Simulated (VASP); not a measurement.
# TiO2 (P4_2/mnm) in VASP: settings compared, part 2 of 3

VASP 6.6.1. Earlier steps stand in the parts before.

### 3 Single point, BLYP+D3(BJ)

This run uses another cell than the first one, of 11.06 Å³/atom, 1.019 times its volume.

INCAR

```
SYSTEM = TiO2
PREC = Accurate
ENCUT = 520
EDIFF = 1E-6
ISMEAR = -1
SIGMA = 0.05
LREAL = .FALSE.
LASPH = .TRUE.
NELM = 60
ALGO = Normal
ISIF = 2
LWAVE = .FALSE.
LCHARG = .FALSE.
GGA = B5
ALDAX = 1.0
AGGAX = 1.0
AGGAC = 1.0
ALDAC = 0.0
IVDW = 12
VDW_S6 = 1.0
VDW_S8 = 2.6996
VDW_A1 = 0.4298
VDW_A2 = 4.2359
NBANDS = 33
```

KPOINTS

```
regular mesh
0
G
  6 6 9
  0 0 0
```

POSCAR

```
TiO2
1.0
    4.6900531165      0.0000000000      0.0000000000
    0.0000000000      4.6900531165      0.0000000000
    0.0000000000      0.0000000000      3.0172520901
Ti O
2 4
Direct
    0.0000000000      0.0000000000      0.5000000000
    0.5000000000      0.5000000000      0.0000000000
    0.3043213200      0.3043213200      0.5000000000
    0.1956786800      0.8043213200      0.0000000000
    0.8043213200      0.1956786800      0.0000000000
    0.6956786800      0.6956786800      0.5000000000
```

Potentials or basis: VASP PAW PBE potentials, release 64 (Ti_sv, O).

Started as:

```bash
cat potpaw_PBE.64/Ti_sv/POTCAR potpaw_PBE.64/O/POTCAR > POTCAR
mpirun -np 1 vasp_std > vasp.out
```

OUTCAR:

```text
SYSTEM = TiO2
   PREC = Accurate
   ENCUT = 520
   EDIFF = 1E-6
   ISMEAR = -1
   LREAL = .FALSE.
   LASPH = .TRUE.
   NELM = 60
   ISIF = 2
   GGA = B5
   IVDW = 12
 IVDW          = 12

 ion  position               nearest neighbor table
   1  0.000  0.000  0.500-   4 1.99   5 1.99   4 1.99   5 1.99   3 2.02   6 2.02
   2  0.500  0.500  0.000-   3 1.99   6 1.99   3 1.99   6 1.99   5 2.02   4 2.02
   3  0.304  0.304  0.500-   2 1.99   2 1.99   1 2.02
   4  0.196  0.804  0.000-   1 1.99   1 1.99   2 2.02
   5  0.804  0.196  0.000-   1 1.99   1 1.99   2 2.02
   6  0.696  0.696  0.500-   2 1.99   2 1.99   1 2.02

  LATTYP: Found a simple tetragonal cell.
 ALAT       =     4.6900531165
 C/A-ratio  =     0.6433300466

  Lattice vectors:

 A1 = (   4.6900531165,   0.0000000000,   0.0000000000)
 A2 = (   0.0000000000,   4.6900531165,   0.0000000000)
 A3 = (   0.0000000000,   0.0000000000,   3.0172520901)

Analysis of symmetry for initial positions (statically):
=====================================================================
[... 185 lines left out ...]
 cond. band min:       6.2102596422   @ k =   0.0000   0.0000   0.0000
 fundamental gap:      1.6890269433
 Fermi energy:         5.3403508744

 k-point     1 :       0.0000    0.0000    0.0000
  band No.  band energies     occupation
      1     -52.4333      2.00000
      2     -52.4209      2.00000
      3     -28.8273      2.00000
      4     -28.8273      2.00000
      5     -28.7017      2.00000
      6     -28.7017      2.00000
[... 853 lines left out ...]
     32       9.2159      0.00000
     33      10.4698      0.00000

 [... further k-points ...]

------------------------ aborting loop because EDIFF is reached ----------------------------------------

 Edisp (eV)   -3.05945

 E8    (eV) :    -2.1515

  FORCE on cell =-STRESS in cart. coord.  units (eV):
  Direction    XX          YY          ZZ          XY          YZ          ZX
  --------------------------------------------------------------------------------------
  -------------------------------------------------------------------------------------
  Total      -3.98606    -3.98606    -4.94077    -0.00000     0.00000     0.00000
  in kB     -96.22481   -96.22481  -119.27184    -0.00000     0.00000     0.00000
  external pressure =     -103.91 kB  Pullay stress =        0.00 kB

 VOLUME and BASIS-vectors are now :
 -----------------------------------------------------------------------------
  energy-cutoff  :      520.00
  volume of cell :       66.37
      direct lattice vectors                 reciprocal lattice vectors
     4.690053116  0.000000000  0.000000000     0.213217201  0.000000000  0.000000000
     0.000000000  4.690053116  0.000000000     0.000000000  0.213217201  0.000000000
     0.000000000  0.000000000  3.017252090     0.000000000  0.000000000  0.331427395

 POSITION                                       TOTAL-FORCE (eV/Angst)
 -----------------------------------------------------------------------------------
      0.00000      0.00000      1.50863        -0.000000      0.000000      0.000000
      2.34503      2.34503      0.00000        -0.000000      0.000000      0.000000
      1.42728      1.42728      1.50863         0.104188      0.104188      0.000000
      0.91774      3.77231      0.00000        -0.104188      0.104188      0.000000
      3.77231      0.91774      0.00000         0.104188     -0.104188     -0.000000
      3.26277      3.26277      1.50863        -0.104188     -0.104188     -0.000000
 -----------------------------------------------------------------------------------
    total drift:                                0.000000      0.000000      0.000000

  FREE ENERGIE OF THE ION-ELECTRON SYSTEM (eV)
  ---------------------------------------------------
  free  energy   TOTEN  =       -54.5907834841 eV

  energy  without entropy=      -54.5907834815  energy(sigma->0) =      -54.59078348
```

OSZICAR:

```text
N       E                     dE             d eps       ncg     rms          rms(c)
DAV:   1     0.660214937327E+03    0.66021E+03   -0.24775E+04  3301   0.172E+03
DAV:   2     0.294830843199E+02   -0.63073E+03   -0.58253E+03  3633   0.515E+02
DAV:   3    -0.652074698879E+02   -0.94691E+02   -0.93033E+02  4537   0.189E+02
DAV:   4    -0.708025905606E+02   -0.55951E+01   -0.55843E+01  4897   0.433E+01
DAV:   5    -0.710689276178E+02   -0.26634E+00   -0.26630E+00  4403   0.716E+00    0.304E+01
DAV:   6    -0.525354723081E+02    0.18533E+02   -0.88476E+01  4262   0.888E+01    0.135E+01
DAV:   7    -0.521459836620E+02    0.38949E+00   -0.17649E+01  4078   0.394E+01    0.907E+00
DAV:   8    -0.521482587279E+02   -0.22751E-02   -0.70402E-01  3844   0.497E+00    0.856E+00
DAV:   9    -0.525007723392E+02   -0.35251E+00   -0.55688E+00  4184   0.221E+01    0.904E+00
DAV:  10    -0.515498754886E+02    0.95090E+00   -0.29791E+00  4126   0.160E+01    0.153E+00
DAV:  11    -0.515485261039E+02    0.13494E-02   -0.12796E-01  3740   0.307E+00    0.107E+00
DAV:  12    -0.515380459115E+02    0.10480E-01   -0.17896E-02  4394   0.948E-01    0.764E-01
DAV:  13    -0.515375666792E+02    0.47923E-03   -0.12135E-02  4503   0.121E+00    0.669E-01
DAV:  14    -0.515327970168E+02    0.47697E-02   -0.60090E-03  4331   0.569E-01    0.350E-01
DAV:  15    -0.515314356388E+02    0.13614E-02   -0.76304E-03  3804   0.438E-01    0.105E-01
DAV:  16    -0.515313310518E+02    0.10459E-03   -0.59459E-04  4110   0.183E-01    0.380E-02
DAV:  17    -0.515313316391E+02   -0.58732E-06   -0.43213E-05  5060   0.425E-02    0.222E-02
DAV:  18    -0.515313307763E+02    0.86281E-06   -0.44715E-06  3641   0.148E-02
   1 F= -.54590783E+02 E0= -.54590783E+02  d E =-.267502E-08
```

stdout:

```text
POSCAR found type information on POSCAR TiO
 POSCAR found :  2 types and       6 ions
 scaLAPACK will be used
 -----------------------------------------------------------------------------
|                                                                             |
|                                                                             |
|     You enforced a specific xc type in the INCAR file but a different       |
|     I HOPE YOU KNOW WHAT YOU ARE DOING!                                     |
|                                                                             |
 -----------------------------------------------------------------------------

 LDA part: xc-table for (Slater(with rela. corr.)+VWN5), standard interpolation
 POSCAR, INCAR and KPOINTS ok, starting setup
 FFT: planning ... GRIDC
 FFT: planning ... GRID_SOFT
 FFT: planning ... GRID
 WAVECAR not read
 entering main loop
```

Wall time 1.8 min (1 thread of AMD EPYC 9R14 (Zen 4), shared host); peak memory 0.21 GiB.

Results:

```yaml
Free_energy: -54.5908 eV
Pressure: -10.4 GPa
Largest_force: 0.147 eV/Å
Band_gap_on_the_k_mesh: 1.69 eV, direct
Dispersion_energy_per_atom: -0.510 eV
```

Forces in eV/Å, atoms in the order of the input:
```
Ti   0.000  0.000  0.000
Ti   0.000  0.000  0.000
O    0.104  0.104  0.000
O   -0.104  0.104  0.000
O    0.104 -0.104  0.000
O   -0.104 -0.104  0.000
```

Caveat: the PAW data sets were made with another functional, which shifts forces and pressure a little. A hybrid or GW would open this gap; BLYP tends to underestimate it.

[end of part 2 of 3]
